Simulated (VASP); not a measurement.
# AlN (Fm-3m) in VASP: further runs, part 2 of 2

VASP 6.6.1. The steps go on from the part before.

### Step 3. Relaxation of cell and atoms, PBE

Contents of INCAR:

```
  PREC = Accurate
  ENCUT = 600
  EDIFF = 1E-6
  ISMEAR = 0
  SIGMA = 0.02
  LREAL = F
  LASPH = T
  NELM = 60
  ALGO = Normal
  ISIF = 3
  LWAVE = F
  LCHARG = F
  GGA = PE
  IBRION = 2
  NSW = 70
  EDIFFG = -0.02
```

Contents of KPOINTS:

```
Automatic mesh
0
Gamma
  10 10 10
```

Contents of POSCAR:

```
AlN
1.0
    0.0000000000      2.0351763363      2.0351763363
    2.0351763363      0.0000000000      2.0351763363
    2.0351763363      2.0351763363      0.0000000000
Al N
1 1
Direct
    0.0000000000      0.0000000000      0.0000000000
    0.5000000000      0.5000000000      0.5000000000
```

Potentials or basis: VASP PAW PBE potentials, release 64 (Al, N).

Launch:

```
> cat potpaw_PBE.64/Al/POTCAR potpaw_PBE.64/N/POTCAR > POTCAR
> mpirun -np 1 vasp_std > vasp.out
```

OUTCAR:

```text
PREC = Accurate
   ENCUT = 600
   EDIFF = 1E-6
   ISMEAR = 0
   LREAL = F
   LASPH = T
   NELM = 60
   ISIF = 3
   GGA = PE
   IBRION = 2
   NSW = 70
   EDIFFG = -0.02

 ion  position               nearest neighbor table
   1  0.000  0.000  0.000-   2 2.04   2 2.04   2 2.04   2 2.04   2 2.04   2 2.04
   2  0.500  0.500  0.500-   1 2.04   1 2.04   1 2.04   1 2.04   1 2.04   1 2.04

  LATTYP: Found a face centered cubic cell.
 ALAT       =     4.0703526726

  Lattice vectors:

 A1 = (   0.0000000000,   2.0351763363,   2.0351763363)
 A2 = (   2.0351763363,   0.0000000000,   2.0351763363)
 A3 = (   2.0351763363,   2.0351763363,   0.0000000000)

Analysis of symmetry for initial positions (statically):
=====================================================================
 Subroutine PRICEL returns:
 Original cell was already a primitive cell.

 Routine SETGRP: Setting up the symmetry group for a
 face centered cubic supercell.

 Subroutine GETGRP returns: Found 48 space group operations
 (whereof 48 operations were pure point group operations)
 out of a pool of 48 trial point group operations.

The static configuration has the point symmetry O_h .

Analysis of symmetry for dynamics (positions and initial velocities):
=====================================================================
 Subroutine PRICEL returns:
 Original cell was already a primitive cell.

 Routine SETGRP: Setting up the symmetry group for a
 face centered cubic supercell.

 Subroutine GETGRP returns: Found 48 space group operations
 (whereof 48 operations were pure point group operations)
 out of a pool of 48 trial point group operations.

The dynamic configuration has the point symmetry O_h .

 Subroutine INISYM returns: Found 48 space group operations
 (whereof 48 operations are pure point group operations),
 and found     1 'primitive' translations

----------------------------------------------------------------------------------------

                                     Primitive cell

  volume of cell :      16.8592

  direct lattice vectors                    reciprocal lattice vectors
     0.000000000  2.035176336  2.035176336    -0.245678957  0.245678957  0.245678957
     2.035176336  0.000000000  2.035176336     0.245678957 -0.245678957  0.245678957
     2.035176336  2.035176336  0.000000000     0.245678957  0.245678957 -0.245678957

  length of vectors
     2.878173977  2.878173977  2.878173977     0.425528436  0.425528436  0.425528436

  position of ions in fractional coordinates (direct lattice)
     0.000000000  0.000000000  0.000000000
     0.500000000  0.500000000  0.500000000

  ion indices of the primitive-cell ions
   primitive index   ion index
                 1           1
                 2           2

----------------------------------------------------------------------------------------

 KPOINTS: Automatic mesh

[... 96 lines left out ...]
   LEPSILON=     F    determine dielectric tensor
   LRPA    =     F    only Hartree local field effects (RPA)
 conjugate gradient relaxation of ions
 non-spin polarized calculation
 Gauss-broadening in eV      SIGMA  =   0.02
  energy-cutoff  :      600.00
  volume of cell :       16.86
 maximum number of plane-waves:       588
   NGX = 11   NGY = 11   NGZ = 11

--------------------------------------- Ionic step        1  -------------------------------------------

 number of electron       8.0000000 magnetization

 Free energy of the ion-electron system (eV)
  ---------------------------------------------------
  ext. energy  EPLUGINS =         0.00000000
  ---------------------------------------------------
  free energy    TOTEN  =       -14.54765428 eV

  energy without entropy =      -14.54765428  energy(sigma->0) =      -14.54765428

------------------------ aborting loop because EDIFF is reached ----------------------------------------

  FORCE on cell =-STRESS in cart. coord.  units (eV):
  Direction    XX          YY          ZZ          XY          YZ          ZX
  --------------------------------------------------------------------------------------
  -------------------------------------------------------------------------------------
  Total       -0.0406481     -0.0406481     -0.0406481      0.0000000      0.0000000     -0.0000000
  in kB       -3.8629079     -3.8629079     -3.8629079      0.0000000      0.0000000     -0.0000000
  external PRESSURE =      -3.8629079 kB  Pullay stress =       0.0000000 kB

 VOLUME and BASIS-vectors are now :
 -----------------------------------------------------------------------------
  energy-cutoff  :      600.00
  volume of cell :       16.86
      direct lattice vectors                 reciprocal lattice vectors
     0.000000000  2.035176336  2.035176336    -0.245678957  0.245678957  0.245678957
     2.035176336  0.000000000  2.035176336     0.245678957 -0.245678957  0.245678957
     2.035176336  2.035176336  0.000000000     0.245678957  0.245678957 -0.245678957

 POSITION                                       TOTAL-FORCE (eV/Angst)
 -----------------------------------------------------------------------------------
      0.00000      0.00000      0.00000        -0.000000     -0.000000      0.000000
      2.03518      2.03518      2.03518         0.000000      0.000000     -0.000000
 -----------------------------------------------------------------------------------
    total drift:                               -0.000000     -0.000000      0.000000

  FREE ENERGIE OF THE ION-ELECTRON SYSTEM (eV)
  ---------------------------------------------------
  free  energy   TOTEN  =       -14.5476542762 eV

  energy  without entropy=      -14.5476542762  energy(sigma->0) =      -14.54765428

--------------------------------------- Ionic step        2  -------------------------------------------

 number of electron       7.9999999 magnetization

 Free energy of the ion-electron system (eV)
  ---------------------------------------------------
  ext. energy  EPLUGINS =         0.00000000
  ---------------------------------------------------
  free energy    TOTEN  =       -14.54766172 eV

  energy without entropy =      -14.54766172  energy(sigma->0) =      -14.54766172

 E-fermi :   9.9203     XC(G=0): -12.2056

 val. band max:        9.7432457981   @ k =   0.0000   0.0000   0.0000
 cond. band min:      14.1855738839   @ k =   0.5000   0.5000   0.0000
 fundamental gap:      4.4423280858
 Fermi energy:         9.9202924224

 k-point     1 :       0.0000    0.0000    0.0000
  band No.  band energies     occupation
      1      -7.6559      2.00000
      2       9.7432      2.00000
      3       9.7432      2.00000
      4       9.7432      2.00000
      5      15.1778      0.00000
      6      21.8549      0.00000
      7      21.8549      0.00000
      8      21.8549      0.00000
[... 243 lines left out ...]
 k-point    24 :       0.4000    0.3000    0.0000
  band No.  band energies     occupation
      1      -4.7009      2.00000
      2       3.9630      2.00000
      3       6.9929      2.00000
      4       7.5013      2.00000
      5      15.7714      0.00000
      6      16.6196      0.00000
      7      21.7597      0.00000
      8      25.1367      0.00000

 [... further k-points ...]
[... 5 lines left out ...]
  --------------------------------------------------------------------------------------
  -------------------------------------------------------------------------------------
  Total        0.0368751      0.0368751      0.0368751     -0.0000000      0.0000000     -0.0000000
  in kB        3.5146821      3.5146821      3.5146821     -0.0000000      0.0000000     -0.0000000
  external PRESSURE =       3.5146821 kB  Pullay stress =       0.0000000 kB

 VOLUME and BASIS-vectors are now :
 -----------------------------------------------------------------------------
  energy-cutoff  :      600.00
  volume of cell :       16.81
      direct lattice vectors                 reciprocal lattice vectors
     0.000000000  2.033180876  2.033180876    -0.245920078  0.245920078  0.245920078
     2.033180876  0.000000000  2.033180876     0.245920078 -0.245920078  0.245920078
     2.033180876  2.033180876 -0.000000000     0.245920078  0.245920078 -0.245920078

 POSITION                                       TOTAL-FORCE (eV/Angst)
 -----------------------------------------------------------------------------------
      2.03318      4.06636      2.03318         0.000000     -0.000000     -0.000000
      2.03318      2.03318      2.03318        -0.000000      0.000000      0.000000
 -----------------------------------------------------------------------------------
    total drift:                                0.000000      0.000000      0.000000

  FREE ENERGIE OF THE ION-ELECTRON SYSTEM (eV)
  ---------------------------------------------------
  free  energy   TOTEN  =       -14.5476617181 eV

  energy  without entropy=      -14.5476617181  energy(sigma->0) =      -14.54766172

 reached required accuracy - stopping structural energy minimisation
```

OSZICAR:

```text
N       E                     dE             d eps       ncg     rms          rms(c)
DAV:   1     0.128942960159E+02    0.12894E+02   -0.45708E+03   784   0.977E+02
DAV:   2    -0.157758168718E+02   -0.28670E+02   -0.27313E+02  1040   0.164E+02
DAV:   3    -0.162742644212E+02   -0.49845E+00   -0.49845E+00   904   0.264E+01
DAV:   4    -0.162753513719E+02   -0.10870E-02   -0.10870E-02  1120   0.116E+00
DAV:   5    -0.162753522179E+02   -0.84609E-06   -0.84609E-06   936   0.250E-02    0.751E+00
DAV:   6    -0.145696100171E+02    0.17057E+01   -0.88091E+00   920   0.209E+01    0.269E+00
DAV:   7    -0.145533852311E+02    0.16225E-01   -0.12897E-01   912   0.334E+00    0.170E+00
DAV:   8    -0.145476080490E+02    0.57772E-02   -0.12621E-02   792   0.146E+00    0.237E-01
DAV:   9    -0.145476002747E+02    0.77743E-05   -0.36209E-04  1096   0.151E-01    0.138E-01
DAV:  10    -0.145476564396E+02   -0.56165E-04   -0.67186E-05   816   0.882E-02    0.282E-02
DAV:  11    -0.145476546025E+02    0.18371E-05   -0.43118E-06   968   0.152E-02    0.823E-03
DAV:  12    -0.145476542762E+02    0.32633E-06   -0.81038E-07   416   0.833E-03
   1 F= -.14547654E+02 E0= -.14547654E+02  d E =-.145477E+02
       N       E                     dE             d eps       ncg     rms          rms(c)
DAV:   1    -0.145478339956E+02   -0.17939E-03   -0.47694E-03   792   0.656E-01    0.930E-02
DAV:   2    -0.145476659433E+02    0.16805E-03   -0.86692E-04   848   0.219E-01    0.213E-02
DAV:   3    -0.145476629707E+02    0.29726E-05   -0.18013E-05   936   0.435E-02    0.794E-03
DAV:   4    -0.145476617985E+02    0.11722E-05   -0.55094E-07   408   0.862E-03    0.282E-03
DAV:   5    -0.145476617181E+02    0.80475E-07   -0.72910E-08   384   0.295E-03
   2 F= -.14547662E+02 E0= -.14547662E+02  d E =-.744189E-05
```

CONTCAR:

```text
AlN
   1.00000000000000
     0.0000000000000000    2.0331808757529188    2.0331808757529188
     2.0331808757529188    0.0000000000000000    2.0331808757529188
     2.0331808757529188    2.0331808757529188   -0.0000000000000000
  Al              N
     1     1
Direct
     1.0000000000000000    0.0000000000000000    1.0000000000000000
     0.5000000000000000    0.5000000000000000    0.5000000000000000

  0.00000000E+00  0.00000000E+00  0.00000000E+00
  0.00000000E+00  0.00000000E+00  0.00000000E+00
```

It took 5.6 s on 1 thread of Intel Xeon Platinum 8488C (Sapphire Rapids), shared host; peak memory 0.13 GiB.

What came out:

- Free energy: -14.5477 eV
- Relaxed volume: 8.40 Å³/atom
- Relaxed cell: a = 2.875 Å, b = 2.875 Å, c = 2.875 Å, α = 60.00°, β = 60.00°, γ = 60.00°
- Space group after relaxing (to 0.05 Å): Fm-3m (No. 225)
- Energy gained by relaxing: 0.0 meV/atom
- Ionic steps: 2
- Pressure after relaxing: 0.4 GPa
- Band gap on the k mesh: 4.44 eV, indirect (least direct gap 5.43 eV)

Final structure:
```yaml
crystal:
  lattice:
    - [0.00000, 2.03318, 2.03318]
    - [2.03318, 0.00000, 2.03318]
    - [2.03318, 2.03318, 0.00000]
  atoms:
    - { symbol: Al, position: [0.00000, 0.00000, 0.00000] }
    - { symbol: N, position: [0.50000, 0.50000, 0.50000] }
```

A k mesh can miss the band edges. As with any semilocal functional, this PBE gap is likely too small.
